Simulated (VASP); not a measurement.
A run of VASP 6.6.1 is set up as follows.

Contents of INCAR:

```
SYSTEM = Ag
PREC = Accurate ; ENCUT = 520
EDIFF = 1E-6 ; ISMEAR = -1
SIGMA = 0.05 ; LREAL = .False.
LASPH = .True. ; NELM = 100
ALGO = Normal ; ISIF = 2
LWAVE = .False. ; LCHARG = .False.
GGA = PE ; NBANDS = 18
```

KPOINTS

```
regular mesh
0
Gamma
  18 18 10
  0 0 0
```

The input POSCAR:

```
Ag
1.0
    2.9103349780      0.0000000000      0.0000000000
   -1.4551674890      2.5204240244      0.0000000000
    0.0000000000      0.0000000000      4.7578513803
Ag
2
Direct
    0.3333333333      0.6666666667      0.2500000000
    0.6666666667      0.3333333333      0.7500000000
```

Potentials or basis: VASP PAW PBE potentials, release 64 (Ag).

Run with:

```bash
$ cat potpaw_PBE.64/Ag/POTCAR > POTCAR
$ mpirun -np 1 vasp_std > vasp.out
```

**Question.** What does it give for the band gap on the k mesh?

**Answer.** Zero (bands 11 and 12 overlap by 7.44 eV).

**Question.** What does it give for the pressure?

**Answer.** 2.3 GPa.

Stress tensor (GPa, compression positive):
```
2.24 0.00 0.00
0.00 2.24 0.00
0.00 0.00 2.33
```
